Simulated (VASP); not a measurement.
A run of VASP 6.6.1 is set up as follows.

INCAR

```
ALGO = Normal ; EDIFF = 1E-6
ENCUT = 520 ; GGA = PE
ISIF = 2 ; ISMEAR = 0
LASPH = True ; LCHARG = False
LREAL = False ; LWAVE = False
NBANDS = 33 ; NELM = 80
PREC = Accurate ; SIGMA = 0.1
```

KPOINTS

```
k-points
0
Gamma
  4 4 4
```

Contents of POSCAR:

```
Au4S
1.0
    5.3762857100      0.0000000000      0.0000000000
    0.0000000000      5.3762857100      0.0000000000
    0.0000000000      0.0000000000      5.3762857100
S Au
1 4
Direct
    0.0000000000      0.0000000000      0.0000000000
    0.2500000000      0.2500000000      0.2500000000
    0.7500000000      0.7500000000      0.2500000000
    0.7500000000      0.2500000000      0.7500000000
    0.2500000000      0.7500000000      0.7500000000
```

Potentials or basis: VASP PAW PBE potentials, release 64 (S, Au).

Run with:

```console
$ cat potpaw_PBE.64/S/POTCAR potpaw_PBE.64/Au/POTCAR > POTCAR
$ mpirun -np 1 vasp_std > vasp.out
```

What does it give for the band gap on the k mesh?

Zero (band 25 reaches 2.35 eV, above the bottom of band 26 at 1.96 eV).

What does it give for the pressure?

-6.2 GPa.

Caveat: spin-orbit coupling is left out, which moves the levels of the heavy elements.
